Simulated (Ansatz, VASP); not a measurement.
Two plane-wave programs on MgCd2S3

```
Mg Cd S
1.0
     4.13921    0.00000    0.00000
    -2.06961    3.58466    0.00000
     0.00000    0.00000   10.12069
Mg Cd S
1 2 3
Direct
  0.00000 0.00000 0.33126
  0.33333 0.66667 0.00527
  0.66667 0.33333 0.66333
  0.66667 0.33333 0.91641
  0.00000 0.00000 0.57478
  0.33333 0.66667 0.25895
```

Alike in both runs: functional PBE; k mesh 12 × 12 × 4; occupations gaussian, width 0.02 eV; no spin polarisation.

Ansatz relaxed the structure, and its values are those at the end. VASP's run is a single point on that final structure, the one shown.

|  | VASP | Ansatz |
| --- | --- | --- |
| version | VASP 6.6.1 | Ansatz 0.2.0 |
| potentials or method | VASP PAW PBE potentials, release 64 (Mg, Cd, S), cutoff 520 eV | scalar-relativistic, plane waves, PAW |
| valence electrons in the cell | 44 | 68 |

VASP gave:

```
gap on the k mesh at the Fermi level (eV) : 1.53
least direct gap on the mesh (eV)         : 1.53
pressure (GPa)                            : 0.2
rms of the force components (eV/Å)        : 0.012
```

**Question.** Estimate Ansatz's values.

**Answer.** gap on the k mesh at the Fermi level (eV): 1.53; least direct gap on the mesh (eV): 1.53; pressure (GPa): 0.0; rms of the force components (eV/Å): 0.001.

The functional is the same, so the differences come from potentials, cutoffs and numerics. VASP's potentials hold 44 valence electrons a cell and Ansatz's 68, so a difference there can come from the potentials and not from the codes.
